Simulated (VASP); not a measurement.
# WSe2 (P4_2/mnm) in VASP: relaxation of cell and atoms with r2SCAN+rVV10

Aim: the relaxation of cell and atoms of WSe2 with r2SCAN+rVV10.

Everything below comes from runs of VASP 6.6.1. Logs are shortened: lines on timing, memory, paths and dates and some standing lists are left out, and cuts for length are marked.

## (1) The cell of the first run

It takes space group P4_2/mnm (No. 136, tetragonal). Conventional cell: a = 6.128 Å, b = 6.128 Å, c = 3.341 Å, α = 90.00°, β = 90.00°, γ = 90.00°. Within 3.4 Å of W (site symmetry mmm) lie 6 Se at 2.48 to 2.50 Å and 2 W at 3.34 Å. Within 3.8 Å of Se (site symmetry m2m) lie 3 W at 2.48 to 2.50 Å and 11 Se at 3.34 to 3.71 Å.

## (2) Relaxation of cell and atoms, r2SCAN+rVV10

The input, POSCAR:

```
WSe2
1.0
    6.1281020668      0.0000000000      0.0000000000
    0.0000000000      6.1281020668      0.0000000000
    0.0000000000      0.0000000000      3.3412879414
W Se
2 4
Direct
    0.0000000000      0.0000000000      0.0000000000
    0.5000000000      0.5000000000      0.5000000000
    0.2857109065      0.2857109065      0.0000000000
    0.2142890935      0.7857109065      0.5000000000
    0.7857109065      0.2142890935      0.5000000000
    0.7142890935      0.7142890935      0.0000000000
```

The input, INCAR.step1:

```
PREC = Accurate
ENCUT = 600
ISMEAR = -1
SIGMA = 0.03
LREAL = False
LASPH = True
NELM = 60
GGA = PE
ALGO = Normal
EDIFF = 1E-4
LWAVE = True
LCHARG = False
```

The input, INCAR.step2:

```
PREC = Accurate
ENCUT = 600
EDIFF = 1E-6
ISMEAR = -1
SIGMA = 0.03
LREAL = False
LASPH = True
NELM = 60
ALGO = Normal
ISIF = 3
LWAVE = False
LCHARG = False
METAGGA = R2SCAN
LMIXTAU = True
LUSE_VDW = True
IVDW_NL = 2
BPARAM = 11.95
CPARAM = 0.0093
IBRION = 2
NSW = 100
EDIFFG = -0.01
ISTART = 1
```

The input, KPOINTS:

```
Automatic mesh
0
Gamma
  4 4 8
```

Potentials or basis: VASP PAW PBE potentials, release 64 (W_sv, Se).

The run is started by

```sh
$ cat potpaw_PBE.64/W_sv/POTCAR potpaw_PBE.64/Se/POTCAR > POTCAR
$ cp INCAR.step1 INCAR
$ mpirun -np 1 vasp_std > vasp.out
$ cp INCAR.step2 INCAR
$ mpirun -np 1 vasp_std > vasp.out
```

OUTCAR:

```text
PREC = Accurate
   ENCUT = 600
   EDIFF = 1E-6
   ISMEAR = -1
   LREAL = False
   LASPH = True
   NELM = 60
   ISIF = 3
   METAGGA = R2SCAN
   IVDW_NL = 2
   BPARAM = 11.95
   IBRION = 2
   NSW = 100
   EDIFFG = -0.01
   ISTART = 1

 ion  position               nearest neighbor table
   1  0.000  0.000  0.000-   3 2.48   6 2.48   5 2.50   4 2.50   4 2.50   5 2.50
   2  0.500  0.500  0.500-   4 2.48   5 2.48   3 2.50   6 2.50   3 2.50   6 2.50
   3  0.286  0.286  0.000-   1 2.48   2 2.50   2 2.50
   4  0.214  0.786  0.500-   2 2.48   1 2.50   1 2.50
   5  0.786  0.214  0.500-   2 2.48   1 2.50   1 2.50
   6  0.714  0.714  0.000-   1 2.48   2 2.50   2 2.50

  LATTYP: Found a simple tetragonal cell.
 ALAT       =     6.1281020668
 C/A-ratio  =     0.5452402563

  Lattice vectors:

 A1 = (   6.1281020668,   0.0000000000,   0.0000000000)
 A2 = (   0.0000000000,   6.1281020668,   0.0000000000)
 A3 = (   0.0000000000,   0.0000000000,   3.3412879414)

Analysis of symmetry for initial positions (statically):
=====================================================================
 Subroutine PRICEL returns:
 Original cell was already a primitive cell.

 Routine SETGRP: Setting up the symmetry group for a
 simple tetragonal supercell.

 Subroutine GETGRP returns: Found 16 space group operations
 (whereof  8 operations were pure point group operations)
 out of a pool of 16 trial point group operations.

The static configuration has the point symmetry D_2h.
 The point group associated with its full space group is D_4h.

Analysis of symmetry for dynamics (positions and initial velocities):
=====================================================================
 Subroutine PRICEL returns:
 Original cell was already a primitive cell.

 Routine SETGRP: Setting up the symmetry group for a
 simple tetragonal supercell.

 Subroutine GETGRP returns: Found 16 space group operations
 (whereof  8 operations were pure point group operations)
 out of a pool of 16 trial point group operations.

The dynamic configuration has the point symmetry D_2h.
 The point group associated with its full space group is D_4h.

 Subroutine INISYM returns: Found 16 space group operations
 (whereof  8 operations are pure point group operations),
 and found     1 'primitive' translations

----------------------------------------------------------------------------------------

                                     Primitive cell

  volume of cell :     125.4775

  direct lattice vectors                    reciprocal lattice vectors
     6.128102067  0.000000000  0.000000000     0.163182661  0.000000000  0.000000000
     0.000000000  6.128102067  0.000000000     0.000000000  0.163182661  0.000000000
     0.000000000  0.000000000  3.341287941     0.000000000  0.000000000  0.299285790

  length of vectors
     6.128102067  6.128102067  3.341287941     0.163182661  0.163182661  0.299285790

  position of ions in fractional coordinates (direct lattice)
     0.000000000  0.000000000  0.000000000
     0.500000000  0.500000000  0.500000000
     0.285710907  0.285710907  0.000000000
     0.214289093  0.785710907  0.500000000
     0.785710907  0.214289093  0.500000000
     0.714289093  0.714289093  0.000000000

  ion indices of the primitive-cell ions
   primitive index   ion index
                 1           1
                 2           2
                 3           3
                 4           4
                 5           5
                 6           6

----------------------------------------------------------------------------------------

 KPOINTS: Automatic mesh

Automatic generation of k-mesh.
 Grid dimensions read from file:
 generate k-points for:    4    4    8

 Generating k-lattice:

  Cartesian coordinates                     Fractional coordinates (reciprocal lattice)
     0.040795665  0.000000000  0.000000000     0.250000000  0.000000000  0.000000000
     0.000000000  0.040795665  0.000000000     0.000000000  0.250000000  0.000000000
     0.000000000  0.000000000  0.037410724     0.000000000  0.000000000  0.125000000

  Length of vectors
     0.040795665  0.040795665  0.037410724

  Shift w.r.t. Gamma in fractional coordinates (k-lattice)
     0.000000000  0.000000000  0.000000000

 Subroutine IBZKPT returns following result:
 ===========================================

 Found     30 irreducible k-points:

 Following reciprocal coordinates:
            Coordinates               Weight
  0.000000  0.000000  0.000000      1.000000
  0.250000  0.000000  0.000000      4.000000
  0.500000  0.000000  0.000000      2.000000
  0.250000  0.250000  0.000000      4.000000
  0.500000  0.250000  0.000000      4.000000
  0.500000  0.500000  0.000000      1.000000
[... 16 lines left out ...]
  0.500000  0.250000  0.375000      8.000000
  0.500000  0.500000  0.375000      2.000000
 [... further k-points ...]
   k-points           NKPTS =     30   k-points in BZ     NKDIM =     30   number of bands    NBANDS=     31
   number of dos      NEDOS =    301   number of ions     NIONS =      6
   total plane-waves  NPLWV =  70000
   dimension x,y,z NGX =    50 NGY =   50 NGZ =   28
   dimension x,y,z NGXF=   100 NGYF=  100 NGZF=   56
   ions per type =               2   4
   NGX,Y,Z   is equivalent  to a cutoff of  13.56, 13.56, 13.93 a.u.
   NGXF,Y,Z  is equivalent  to a cutoff of  27.13, 27.13, 27.86 a.u.
 SYSTEM =  unknown system
   PREC   = accura    normal or accurate (medium, high low for compatibility)
   ISTART =      1    job   : 0-new  1-cont  2-samecut
   ICHARG =      0    charge: 1-file 2-atom 10-const
   ISPIN  =      1    spin polarized calculation?
   LNONCOLLINEAR =      F non collinear calculations
   LSORBIT =      F    spin-orbit coupling
   LASPH  =      T    aspherical Exc in radial PAW
   ENCUT  =  600.0 eV  44.10 Ry    6.64 a.u.  12.24 12.24  6.67*2*pi/ulx,y,z
   NELM   =     60;   NELMIN=  2; NELMDL=  0     # of ELM steps
   EDIFF  = 0.1E-05   stopping-criterion for ELM
   LREAL  =      F    real-space projection
   EDIFFG = -.1E-01   stopping-criterion for IOM
   NSW    =    100    number of steps for IOM
   IBRION =      2    ionic relax: 0-MD 1-quasi-New 2-CG
   NFREE  =      1    steps in history (QN), initial steepest desc. (CG)
   ISIF   =      3    stress and relaxation
   ISYM   =      2    0-nonsym 1-usesym 2-fastsym
   POTIM  = 0.5000    time-step for ionic-motion
   TEBEG  =    0.0;   TEEND  =   0.0 temperature during run
   PSTRESS=    0.0 pullay stress
   NELECT =      52.0000    total number of electrons
   NUPDOWN=      -1.0000    fix difference up-down
   EMIN   =  10.00;   EMAX   =-10.00  energy-range for DOS
   EFERMI =   0.00;   METHOD = LEGACY
   ISMEAR =    -1;   SIGMA  =   0.03  broadening in eV -4-tet -1-fermi 0-gaus
   EFERMI_NEDOS =   21; number of points for ismear=-14 and -15
   IALGO  =     38    algorithm
   IMIX   =      4    mixing-type and parameters
     AMIX     =   0.40;   BMIX     =  1.00
     AMIX_MAG =   1.60;   BMIX_MAG =  1.00
  volume/ion in A,a.u.               =      20.91       141.13
  Fermi-wavevector in a.u.,A,eV,Ry     =   1.220546  2.306497 20.269026  1.489731
  Thomas-Fermi vector in A             =   2.355759
   LORBIT       =      0    0 simple, 1 ext, 2 COOP (PROOUT), +10 PAW based schemes
   METAGGA = R2SCAN    functional components
   LHFCALC =     F    Hartree Fock is set to
   AEXX    =    0.0000 exact exchange contribution
   IVDW_NL    =     2    kernel type
   BPARAM     =11.9500
   IVDW    =     0    specifies the selected vdW correction
   LEPSILON=     F    determine dielectric tensor
   LRPA    =     F    only Hartree local field effects (RPA)
 conjugate gradient relaxation of ions
 non-spin polarized calculation
  energy-cutoff  :      600.00
  volume of cell :      125.48
 maximum number of plane-waves:      4232
 NGX is ok and might be reduce to    50
   NGX = 25   NGY = 25   NGZ = 13

--------------------------------------- Ionic step        1  -------------------------------------------

 number of electron      52.0000000 magnetization

 Free energy of the ion-electron system (eV)
  ---------------------------------------------------
  ext. energy  EPLUGINS =         0.00000000
  ---------------------------------------------------
  free energy    TOTEN  =      -159.62960985 eV

  energy without entropy =     -159.62592956  energy(sigma->0) =     -159.62776970

------------------------ aborting loop because EDIFF is reached ----------------------------------------

  FORCE on cell =-STRESS in cart. coord.  units (eV):
  Direction    XX          YY          ZZ          XY          YZ          ZX
  --------------------------------------------------------------------------------------
  -------------------------------------------------------------------------------------
  Total        1.3182646      1.3182646      1.8636744     -0.0000000      0.0000000      0.0000000
  in kB       16.8324480     16.8324480     23.7965902     -0.0000000      0.0000000      0.0000000
  external PRESSURE =      19.1538287 kB  Pullay stress =       0.0000000 kB
[... 185 lines left out ...]
  energy  without entropy=     -159.6365904223  energy(sigma->0) =     -159.63881667

--------------------------------------- Ionic step        6  -------------------------------------------

 number of electron      52.0000005 magnetization

 Free energy of the ion-electron system (eV)
  ---------------------------------------------------
  ext. energy  EPLUGINS =         0.00000000
  ---------------------------------------------------
  free energy    TOTEN  =      -159.64122476 eV

  energy without entropy =     -159.63653364  energy(sigma->0) =     -159.63887920

 E-fermi :   5.7866     XC(G=0): -11.2147

 val. band max:        5.7793615338   @ k =   0.0000   0.0000   0.0000
 cond. band min:       5.8887566790   @ k =   0.2500   0.0000   0.2500
 fundamental gap:      0.1093951453
 Fermi energy:         5.7865852535

 k-point     1 :       0.0000    0.0000    0.0000
  band No.  band energies     occupation
      1     -70.8765      2.00000
      2     -70.8765      2.00000
      3     -34.4929      2.00000
      4     -34.4929      2.00000
      5     -34.4414      2.00000
      6     -34.4414      2.00000
[... 805 lines left out ...]
     30       6.5440      0.00000
     31       9.2984      0.00000

 [... further k-points ...]

------------------------ aborting loop because EDIFF is reached ----------------------------------------

  FORCE on cell =-STRESS in cart. coord.  units (eV):
  Direction    XX          YY          ZZ          XY          YZ          ZX
  --------------------------------------------------------------------------------------
  -------------------------------------------------------------------------------------
  Total        0.0021315      0.0021315     -0.0067766      0.0000000      0.0000000      0.0000000
  in kB        0.0268227      0.0268227     -0.0852773      0.0000000      0.0000000      0.0000000
  external PRESSURE =      -0.0105440 kB  Pullay stress =       0.0000000 kB
[... 21 lines left out ...]
  FREE ENERGIE OF THE ION-ELECTRON SYSTEM (eV)
  ---------------------------------------------------
  free  energy   TOTEN  =      -159.6412247627 eV

  energy  without entropy=     -159.6365336426  energy(sigma->0) =     -159.63887920

 reached required accuracy - stopping structural energy minimisation
```

Wall time 85 min (1 thread of Oxide Virtual Turin-like, shared host); peak memory 0.58 GiB.

What came out:

```yaml
Free_energy: -159.6412 eV
Relaxed_volume: 21.22 Å³/atom
Relaxed_cell: a = 6.143 Å, b = 6.143 Å, c = 3.374 Å, α = 90.00°, β = 90.00°, γ = 90.00°
Space_group_after_relaxing_to_0.1_Å: P4_2/mnm (No. 136)
Energy_gained_by_relaxing: 1.9 meV/atom
Ionic_steps: 6
Pressure_after_relaxing: 0.0 GPa
Largest_force_after_relaxing: 0.006 eV/Å
Band_gap_on_the_k_mesh: zero (bands 26 and 27 overlap by 0.96 eV)
```

Forces on the atoms (eV/Å):
```
W    0.000  0.000  0.000
W    0.000  0.000  0.000
Se   0.004  0.004  0.000
Se  -0.004  0.004  0.000
Se   0.004 -0.004  0.000
Se  -0.004 -0.004  0.000
```

The path:
| step | energy change (eV) | largest force (eV/Å) | pressure (GPa) | volume (Å³) |
| --- | --- | --- | --- | --- |
| 1 | 0.0000 | 0.0847 | 1.92 | 125.48 |
| 2 | 0.0169 | 0.1876 | -2.92 | 130.07 |
| 3 | -0.0107 | 0.0244 | -0.03 | 127.21 |
| 4 | -0.0113 | 0.0312 | 0.01 | 127.22 |
| 5 | -0.0114 | 0.0372 | 0.03 | 127.23 |
| 6 | -0.0116 | 0.0061 | 0.00 | 127.32 |

Final structure:
```yaml
crystal:
  lattice:
    - [6.14296, 0.00000, 0.00000]
    - [0.00000, 6.14296, 0.00000]
    - [0.00000, 0.00000, 3.37393]
  atoms:
    - { symbol: W, position: [0.00000, 0.00000, 0.00000] }
    - { symbol: W, position: [0.50000, 0.50000, 0.50000] }
    - { symbol: Se, position: [0.28599, 0.28599, 0.00000] }
    - { symbol: Se, position: [0.21401, 0.78599, 0.50000] }
    - { symbol: Se, position: [0.78599, 0.21401, 0.50000] }
    - { symbol: Se, position: [0.71401, 0.71401, 0.00000] }
```

Caveat: the structure was generated, so it needn't be the stable form of WSe2; the PAW data sets were made with another functional, which shifts forces and pressure a little; spin-orbit coupling is left out, which moves the levels of the heavy elements.

The gap in the log of VASP goes by the Fermi energy; the results here count the filled bands.